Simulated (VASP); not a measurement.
Runs of VASP 6.6.1 on PtSe2. The structure is that of space group P-3m1 (No. 164), or close to it. The cells are those of the table. 

```tsv
spin	cell	k mesh	pressure (GPa)	moment (μB)	largest force (eV/Å)
non-collinear, zero start, SOC	a = 3.729, b = 3.729, c = 5.049 Å, angles 90.0, 90.0, 120.0°, 3 atoms	8 × 8 × 6	3.3	0.00	0.05
non-collinear, zero start, SOC	a = 3.790, b = 3.790, c = 5.131 Å, angles 90.0, 90.0, 120.0°, 3 atoms	6 × 6 × 4	-2.7	0.00	0.49
non-collinear, zero start, SOC	a = 3.729, b = 3.729, c = 5.049 Å, angles 90.0, 90.0, 120.0°, 3 atoms	6 × 6 × 4	3.3	0.00	0.03
non-collinear, zero start, SOC	a = 3.679, b = 3.679, c = 4.980 Å, angles 90.0, 90.0, 120.0°, 3 atoms	6 × 6 × 4	(a)	0.00	0.54
off	a = 3.729, b = 3.729, c = 5.049 Å, angles 90.0, 90.0, 120.0°, 3 atoms	10 × 10 × 8	3.1	-	0.02
```

Alike in all rows: task single point; level r2SCAN; potentials or basis VASP PAW PBE potentials, release 64 (Pt, Se); cutoff (eV) 520; smearing gaussian 0.05 eV.

Problem. Fill in the values left out.

Solution. (a) 9.6.

Caveats: the PAW data sets were made with another functional, which shifts forces and pressure a little; the cell stands under pressure (at least some runs).
